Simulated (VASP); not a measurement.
# LiCl (P6_3mc) in VASP: further runs, part 3 of 3

VASP 6.6.1. The steps go on from the part before.

**5. Single point, PBE**

Input file INCAR:

```
SYSTEM = LiCl
ALGO = Normal ; EDIFF = 1E-7
ENCUT = 520 ; GGA = PE
ISIF = 2 ; ISMEAR = 0
LASPH = .True. ; LCHARG = .True.
LELF = .True. ; LREAL = .False.
LVHAR = .True. ; LWAVE = .False.
NBANDS = 18 ; NELM = 60
PREC = Accurate ; SIGMA = 0.01
```

Input file KPOINTS:

```
Automatic mesh
0
Gamma
  6 6 4
  0 0 0.5
```

Input file POSCAR:

```
LiCl
1.0
    3.8937403989      0.0000000000      0.0000000000
   -1.9468701994      3.3720781012      0.0000000000
    0.0000000000      0.0000000000      6.2258774586
Li Cl
2 2
Direct
    0.6666666667      0.3333333333      0.8780761500
    0.3333333333      0.6666666667      0.3780761500
    0.6666666667      0.3333333333      0.4969248500
    0.3333333333      0.6666666667      0.9969248500
```

Potentials or basis: VASP PAW PBE potentials, release 64 (Li_sv, Cl).

Command:

```bash
$ cat potpaw_PBE.64/Li_sv/POTCAR potpaw_PBE.64/Cl/POTCAR > POTCAR
$ mpirun -np 1 vasp_std > vasp.out
```

OUTCAR:

```text
SYSTEM = LiCl
   EDIFF = 1E-7
   ENCUT = 520
   GGA = PE
   ISIF = 2
   ISMEAR = 0
   LASPH = .True.
   LREAL = .False.
   NELM = 60
   PREC = Accurate

 ion  position               nearest neighbor table
   1  0.667  0.333  0.878-   4 2.37   4 2.37   4 2.37   3 2.37
   2  0.333  0.667  0.378-   3 2.37   3 2.37   3 2.37   4 2.37
   3  0.667  0.333  0.497-   2 2.37   2 2.37   2 2.37   1 2.37
   4  0.333  0.667  0.997-   1 2.37   1 2.37   1 2.37   2 2.37

  LATTYP: Found a hexagonal cell.
 ALAT       =     3.8937403989
 C/A-ratio  =     1.5989451840

  Lattice vectors:

 A1 = (   3.8937403989,   0.0000000000,   0.0000000000)
 A2 = (  -1.9468701994,   3.3720781012,   0.0000000000)
 A3 = (   0.0000000000,   0.0000000000,   6.2258774586)

Analysis of symmetry for initial positions (statically):
=====================================================================
 Subroutine PRICEL returns:
 Original cell was already a primitive cell.

 Routine SETGRP: Setting up the symmetry group for a
 hexagonal supercell.

 Subroutine GETGRP returns: Found 12 space group operations
 (whereof  6 operations were pure point group operations)
 out of a pool of 24 trial point group operations.

The static configuration has the point symmetry C_3v.
 The point group associated with its full space group is C_6v.

Analysis of symmetry for dynamics (positions and initial velocities):
=====================================================================
 Subroutine PRICEL returns:
 Original cell was already a primitive cell.

 Routine SETGRP: Setting up the symmetry group for a
 hexagonal supercell.

 Subroutine GETGRP returns: Found 12 space group operations
 (whereof  6 operations were pure point group operations)
 out of a pool of 24 trial point group operations.

The dynamic configuration has the point symmetry C_3v.
 The point group associated with its full space group is C_6v.

 Subroutine INISYM returns: Found 12 space group operations
 (whereof  6 operations are pure point group operations),
 and found     1 'primitive' translations

----------------------------------------------------------------------------------------

                                     Primitive cell

  volume of cell :      81.7458

  direct lattice vectors                    reciprocal lattice vectors
     3.893740399  0.000000000  0.000000000     0.256822463  0.148276518  0.000000000
    -1.946870199  3.372078101  0.000000000     0.000000000  0.296553036  0.000000000
     0.000000000  0.000000000  6.225877459     0.000000000  0.000000000  0.160619930

  length of vectors
     3.893740399  3.893740399  6.225877459     0.296553036  0.296553036  0.160619930

  position of ions in fractional coordinates (direct lattice)
     0.666666667  0.333333333  0.878076150
     0.333333333  0.666666667  0.378076150
     0.666666667  0.333333333  0.496924850
     0.333333333  0.666666667  0.996924850

  ion indices of the primitive-cell ions
   primitive index   ion index
                 1           1
[... 29 lines left out ...]

 Following reciprocal coordinates:
            Coordinates               Weight
  0.000000  0.000000  0.125000      2.000000
  0.166667  0.000000  0.125000     12.000000
  0.333333  0.000000  0.125000     12.000000
  0.500000  0.000000  0.125000      6.000000
  0.166667  0.166667  0.125000     12.000000
  0.333333  0.166667  0.125000     24.000000
  0.333333  0.333333  0.125000      4.000000
  0.000000  0.000000  0.375000      2.000000
  0.166667  0.000000  0.375000     12.000000
  0.333333  0.000000  0.375000     12.000000
  0.500000  0.000000  0.375000      6.000000
  0.166667  0.166667  0.375000     12.000000
  0.333333  0.166667  0.375000     24.000000
  0.333333  0.333333  0.375000      4.000000
   k-points           NKPTS =     14   k-points in BZ     NKDIM =     14   number of bands    NBANDS=     18
   number of dos      NEDOS =    301   number of ions     NIONS =      4
   total plane-waves  NPLWV =  43200
   dimension x,y,z NGX =    30 NGY =   30 NGZ =   48
   dimension x,y,z NGXF=    60 NGYF=   60 NGZF=   96
   ions per type =               2   2
   NGX,Y,Z   is equivalent  to a cutoff of  12.81, 12.81, 12.82 a.u.
   NGXF,Y,Z  is equivalent  to a cutoff of  25.62, 25.62, 25.63 a.u.
 SYSTEM =  LiCl
   PREC   = accura    normal or accurate (medium, high low for compatibility)
   ISTART =      0    job   : 0-new  1-cont  2-samecut
   ICHARG =      2    charge: 1-file 2-atom 10-const
   ISPIN  =      1    spin polarized calculation?
   LNONCOLLINEAR =      F non collinear calculations
   LSORBIT =      F    spin-orbit coupling
   LASPH  =      T    aspherical Exc in radial PAW
   ENCUT  =  520.0 eV  38.22 Ry    6.18 a.u.   7.24  7.24 11.58*2*pi/ulx,y,z
   NELM   =     60;   NELMIN=  2; NELMDL= -5     # of ELM steps
   EDIFF  = 0.1E-06   stopping-criterion for ELM
   LREAL  =      F    real-space projection
   EDIFFG = 0.1E-05   stopping-criterion for IOM
   NSW    =      0    number of steps for IOM
   IBRION =     -1    ionic relax: 0-MD 1-quasi-New 2-CG
   NFREE  =      0    steps in history (QN), initial steepest desc. (CG)
   ISIF   =      2    stress and relaxation
   ISYM   =      2    0-nonsym 1-usesym 2-fastsym
   POTIM  = 0.5000    time-step for ionic-motion
   TEBEG  =    0.0;   TEEND  =   0.0 temperature during run
   PSTRESS=    0.0 pullay stress
   NELECT =      20.0000    total number of electrons
   NUPDOWN=      -1.0000    fix difference up-down
   EMIN   =  10.00;   EMAX   =-10.00  energy-range for DOS
   EFERMI =   0.00;   METHOD = LEGACY
   ISMEAR =     0;   SIGMA  =   0.01  broadening in eV -4-tet -1-fermi 0-gaus
   EFERMI_NEDOS =   21; number of points for ismear=-14 and -15
   IALGO  =     38    algorithm
   IMIX   =      4    mixing-type and parameters
     AMIX     =   0.40;   BMIX     =  1.00
     AMIX_MAG =   1.60;   BMIX_MAG =  1.00
  volume/ion in A,a.u.               =      20.44       137.91
  Fermi-wavevector in a.u.,A,eV,Ry     =   1.023913  1.934915 14.264321  1.048398
  Thomas-Fermi vector in A             =   2.157672
   LORBIT       =      0    0 simple, 1 ext, 2 COOP (PROOUT), +10 PAW based schemes
   GGA     = PE    functional components
   LHFCALC =     F    Hartree Fock is set to
   AEXX    =    0.0000 exact exchange contribution
   IVDW    =     0    specifies the selected vdW correction
   LEPSILON=     F    determine dielectric tensor
   LRPA    =     F    only Hartree local field effects (RPA)
 non-spin polarized calculation
 Gauss-broadening in eV      SIGMA  =   0.01
  energy-cutoff  :      520.00
  volume of cell :       81.75
 maximum number of plane-waves:      2231
 NGX is ok and might be reduce to    30
   NGX = 15   NGY = 15   NGZ = 23

 number of electron      19.9999998 magnetization

 Free energy of the ion-electron system (eV)
  ---------------------------------------------------
  ext. energy  EPLUGINS =         0.00000000
  ---------------------------------------------------
  free energy    TOTEN  =       -14.86774737 eV

  energy without entropy =      -14.86774737  energy(sigma->0) =      -14.86774737

 E-fermi :  -1.0108     XC(G=0):  -7.7196

 val. band max:       -1.1881949845   @ k =   0.0000   0.0000   0.1250
 cond. band min:       5.0472891761   @ k =   0.0000   0.0000   0.1250
 fundamental gap:      6.2354841605
 Fermi energy:        -1.0107985888

 k-point     1 :       0.0000    0.0000    0.1250
  band No.  band energies     occupation
      1     -43.9910      2.00000
      2     -43.9895      2.00000
      3     -13.8777      2.00000
      4     -13.5792      2.00000
      5      -3.1388      2.00000
      6      -1.4980      2.00000
[... 271 lines left out ...]
      5      -2.7066      2.00000
      6      -2.6115      2.00000
[... 10 lines left out ...]
     17      11.1613      0.00000
     18      11.7341      0.00000

------------------------ aborting loop because EDIFF is reached ----------------------------------------

  FORCE on cell =-STRESS in cart. coord.  units (eV):
  Direction    XX          YY          ZZ          XY          YZ          ZX
  --------------------------------------------------------------------------------------
  -------------------------------------------------------------------------------------
  Total        0.3059292      0.3059292      0.3053599      0.0000000      0.0000000      0.0000000
  in kB        5.9960643      5.9960643      5.9849077      0.0000000      0.0000000      0.0000000
  external PRESSURE =       5.9923454 kB  Pullay stress =       0.0000000 kB

 VOLUME and BASIS-vectors are now :
 -----------------------------------------------------------------------------
  energy-cutoff  :      520.00
  volume of cell :       81.75
      direct lattice vectors                 reciprocal lattice vectors
     3.893740399  0.000000000  0.000000000     0.256822463  0.148276518  0.000000000
    -1.946870199  3.372078101  0.000000000     0.000000000  0.296553036  0.000000000
     0.000000000  0.000000000  6.225877459     0.000000000  0.000000000  0.160619930

 POSITION                                       TOTAL-FORCE (eV/Angst)
 -----------------------------------------------------------------------------------
      1.94687      1.12403      5.46679        -0.000000     -0.000000      0.001087
     -0.00000      2.24805      2.35386         0.000000      0.000000      0.001087
      1.94687      1.12403      3.09379         0.000000     -0.000000     -0.001087
     -0.00000      2.24805      6.20673        -0.000000      0.000000     -0.001087
 -----------------------------------------------------------------------------------
    total drift:                               -0.000000     -0.000000      0.000218

  FREE ENERGIE OF THE ION-ELECTRON SYSTEM (eV)
  ---------------------------------------------------
  free  energy   TOTEN  =       -14.8677473718 eV

  energy  without entropy=      -14.8677473718  energy(sigma->0) =      -14.86774737
```

Run time: 23 s. Hardware: 1 thread of Intel Xeon Platinum 8488C (Sapphire Rapids), shared host; peak memory 0.19 GiB.

Results:

```yaml
Free_energy: -14.8677 eV
Band_gap_on_the_k_mesh: 6.24 eV, direct
```

Caveat: the cutoff is under 1.25 times the usual one of these potentials, so pressure, stress and relaxed cells hold a basis-set (Pulay) error. A k mesh can miss the band edges.

**6. Single point, r2SCAN**

POSCAR is that of step 5.

Input file INCAR.step1:

```
SYSTEM = LiCl
PREC = Accurate
ENCUT = 520
ISMEAR = 0
SIGMA = 0.01
LREAL = .FALSE.
LASPH = .TRUE.
NELM = 80
NBANDS = 18
GGA = PE
ALGO = Normal
EDIFF = 1E-4
LWAVE = .TRUE.
LCHARG = .FALSE.
```

Input file INCAR.step2:

```
SYSTEM = LiCl
PREC = Accurate
ENCUT = 520
EDIFF = 1E-6
ISMEAR = 0
SIGMA = 0.01
LREAL = .FALSE.
LASPH = .TRUE.
NELM = 80
ALGO = Normal
ISIF = 2
LWAVE = .FALSE.
LCHARG = .FALSE.
METAGGA = R2SCAN
LMIXTAU = .TRUE.
NBANDS = 18
ISTART = 1
```

Input file KPOINTS:

```
regular mesh
0
G
  6 6 4
  0 0 0
```

Potentials or basis: VASP PAW PBE potentials, release 64 (Li_sv, Cl).

Command:

```bash
$ cat potpaw_PBE.64/Li_sv/POTCAR potpaw_PBE.64/Cl/POTCAR > POTCAR
$ cp INCAR.step1 INCAR
$ mpirun -np 1 vasp_std > vasp.out
$ cp INCAR.step2 INCAR
$ mpirun -np 1 vasp_std > vasp.out
```

OUTCAR:

```text
SYSTEM = LiCl
   PREC = Accurate
   ENCUT = 520
   EDIFF = 1E-6
   ISMEAR = 0
   LREAL = .FALSE.
   LASPH = .TRUE.
   NELM = 80
   ISIF = 2
   METAGGA = R2SCAN
   ISTART = 1

 ion  position               nearest neighbor table
   1  0.667  0.333  0.878-   4 2.37   4 2.37   4 2.37   3 2.37
   2  0.333  0.667  0.378-   3 2.37   3 2.37   3 2.37   4 2.37
   3  0.667  0.333  0.497-   2 2.37   2 2.37   2 2.37   1 2.37
   4  0.333  0.667  0.997-   1 2.37   1 2.37   1 2.37   2 2.37

  LATTYP: Found a hexagonal cell.
 ALAT       =     3.8937403989
 C/A-ratio  =     1.5989451840

  Lattice vectors:

 A1 = (   3.8937403989,   0.0000000000,   0.0000000000)
 A2 = (  -1.9468701994,   3.3720781012,   0.0000000000)
 A3 = (   0.0000000000,   0.0000000000,   6.2258774586)

Analysis of symmetry for initial positions (statically):
=====================================================================
 Subroutine PRICEL returns:
 Original cell was already a primitive cell.

 Routine SETGRP: Setting up the symmetry group for a
 hexagonal supercell.

 Subroutine GETGRP returns: Found 12 space group operations
 (whereof  6 operations were pure point group operations)
 out of a pool of 24 trial point group operations.

The static configuration has the point symmetry C_3v.
 The point group associated with its full space group is C_6v.

Analysis of symmetry for dynamics (positions and initial velocities):
=====================================================================
 Subroutine PRICEL returns:
 Original cell was already a primitive cell.

 Routine SETGRP: Setting up the symmetry group for a
 hexagonal supercell.

 Subroutine GETGRP returns: Found 12 space group operations
 (whereof  6 operations were pure point group operations)
 out of a pool of 24 trial point group operations.

The dynamic configuration has the point symmetry C_3v.
 The point group associated with its full space group is C_6v.

 Subroutine INISYM returns: Found 12 space group operations
 (whereof  6 operations are pure point group operations),
 and found     1 'primitive' translations
[... 117 lines left out ...]
  Fermi-wavevector in a.u.,A,eV,Ry     =   1.023913  1.934915 14.264321  1.048398
  Thomas-Fermi vector in A             =   2.157672
   LORBIT       =      0    0 simple, 1 ext, 2 COOP (PROOUT), +10 PAW based schemes
   METAGGA = R2SCAN    functional components
   LHFCALC =     F    Hartree Fock is set to
   AEXX    =    0.0000 exact exchange contribution
   IVDW    =     0    specifies the selected vdW correction
   LEPSILON=     F    determine dielectric tensor
   LRPA    =     F    only Hartree local field effects (RPA)
 non-spin polarized calculation
 Gauss-broadening in eV      SIGMA  =   0.01
  energy-cutoff  :      520.00
  volume of cell :       81.75
 maximum number of plane-waves:      2244
 NGX is ok and might be reduce to    30
   NGX = 15   NGY = 15   NGZ = 23

 number of electron      19.9999998 magnetization

 Free energy of the ion-electron system (eV)
  ---------------------------------------------------
  ext. energy  EPLUGINS =         0.00000000
  ---------------------------------------------------
  free energy    TOTEN  =       -25.17433366 eV

  energy without entropy =      -25.17433366  energy(sigma->0) =      -25.17433366

 E-fermi :  -1.3180     XC(G=0):  -8.1512

 val. band max:       -1.5101461493   @ k =   0.0000   0.0000   0.0000
 cond. band min:       5.2303798187   @ k =   0.0000   0.0000   0.0000
 fundamental gap:      6.7405259680
 Fermi energy:        -1.3179748625

 k-point     1 :       0.0000    0.0000    0.0000
  band No.  band energies     occupation
      1     -45.6998      2.00000
      2     -45.6982      2.00000
      3     -14.8721      2.00000
      4     -14.5428      2.00000
      5      -3.6378      2.00000
      6      -1.9327      2.00000
[... 418 lines left out ...]
      5      -3.0563      2.00000
      6      -3.0563      2.00000
[... 10 lines left out ...]
     17      11.6849      0.00000
     18      11.6849      0.00000

------------------------ aborting loop because EDIFF is reached ----------------------------------------

  FORCE on cell =-STRESS in cart. coord.  units (eV):
  Direction    XX          YY          ZZ          XY          YZ          ZX
  --------------------------------------------------------------------------------------
  -------------------------------------------------------------------------------------
  Total       -0.1239872     -0.1239872     -0.1479756     -0.0000000      0.0000000      0.0000000
  in kB       -2.4300903     -2.4300903     -2.9002507     -0.0000000      0.0000000      0.0000000
  external PRESSURE =      -2.5868105 kB  Pullay stress =       0.0000000 kB

 VOLUME and BASIS-vectors are now :
 -----------------------------------------------------------------------------
  energy-cutoff  :      520.00
  volume of cell :       81.75
      direct lattice vectors                 reciprocal lattice vectors
     3.893740399  0.000000000  0.000000000     0.256822463  0.148276518  0.000000000
    -1.946870199  3.372078101  0.000000000     0.000000000  0.296553036  0.000000000
     0.000000000  0.000000000  6.225877459     0.000000000  0.000000000  0.160619930

 POSITION                                       TOTAL-FORCE (eV/Angst)
 -----------------------------------------------------------------------------------
      1.94687      1.12403      5.46679         0.000000      0.000000     -0.004017
     -0.00000      2.24805      2.35386        -0.000000      0.000000     -0.004017
      1.94687      1.12403      3.09379         0.000000     -0.000000      0.004017
     -0.00000      2.24805      6.20673        -0.000000      0.000000      0.004017
 -----------------------------------------------------------------------------------
    total drift:                                0.000000      0.000000     -0.012079

  FREE ENERGIE OF THE ION-ELECTRON SYSTEM (eV)
  ---------------------------------------------------
  free  energy   TOTEN  =       -25.1743336582 eV

  energy  without entropy=      -25.1743336582  energy(sigma->0) =      -25.17433366
```

OSZICAR.step1:

```text
N       E                     dE             d eps       ncg     rms          rms(c)
DAV:   1     0.133740320590E+03    0.13374E+03   -0.89464E+03   756   0.107E+03
DAV:   2     0.870217290076E+00   -0.13287E+03   -0.12613E+03   942   0.236E+02
DAV:   3    -0.145729105043E+02   -0.15443E+02   -0.15374E+02  1312   0.695E+01
DAV:   4    -0.150601749439E+02   -0.48726E+00   -0.48527E+00  1124   0.138E+01
DAV:   5    -0.150927561148E+02   -0.32581E-01   -0.32570E-01  1200   0.286E+00    0.327E+00
DAV:   6    -0.148388981190E+02    0.25386E+00   -0.44386E-01   876   0.310E+00    0.246E+00
DAV:   7    -0.148433514516E+02   -0.44533E-02   -0.15175E-01  1020   0.179E+00    0.149E+00
DAV:   8    -0.148664260005E+02   -0.23075E-01   -0.27925E-02   868   0.108E+00    0.280E-01
DAV:   9    -0.148665607007E+02   -0.13470E-03   -0.11657E-03  1098   0.214E-01    0.906E-02
DAV:  10    -0.148677779999E+02   -0.12173E-02   -0.14495E-03   802   0.217E-01    0.304E-02
DAV:  11    -0.148677892445E+02   -0.11245E-04   -0.21784E-05   882   0.328E-02
   1 F= -.14867789E+02 E0= -.14867789E+02  d E =-.901015E-63
```

Wall time 1.8 min (1 thread of Intel Xeon Platinum 8488C (Sapphire Rapids), shared host); peak memory 0.2 GiB.

Results:

```
Free energy            : -25.1743 eV
Largest force          : 0.004 eV/Å
Band gap on the k mesh : 6.74 eV, direct
```

Forces on the atoms (eV/Å):
```
Li   0.000  0.000 -0.004
Li   0.000  0.000 -0.004
Cl   0.000  0.000  0.004
Cl   0.000  0.000  0.004
```

Caveat: the cutoff is under 1.25 times the usual one of these potentials, so pressure, stress and relaxed cells hold a basis-set (Pulay) error; the PAW data sets were made with another functional, which shifts forces and pressure a little.

**7. Summary**

| level | k mesh | smearing | gap on the mesh (eV) |
| --- | --- | --- | --- |
| PBE | 6 × 6 × 4 | gaussian 0.01 eV | 6.03 |
| PBE | 6 × 6 × 4 | fermi-dirac 0.2 eV | 6.03 |
| PBE | 6 × 6 × 4, shifted | gaussian 0.01 eV | 6.24 |
| r2SCAN | 6 × 6 × 4 | gaussian 0.01 eV | 6.74 |

Alike in all rows: task single point; potentials or basis VASP PAW PBE potentials, release 64 (Li_sv, Cl); no spin polarisation; cell as given; cutoff (eV) 520.

On the cell as given the gap runs from 6.03 eV (PBE) to 6.74 eV (r2SCAN).

Caveats: the cutoff is under 1.25 times the usual one of these potentials, so pressure, stress and relaxed cells hold a basis-set (Pulay) error; the PAW data sets were made with another functional, which shifts forces and pressure a little (some runs).

Total energies depend on the potentials used, so only differences within one code and one set of settings carry meaning.
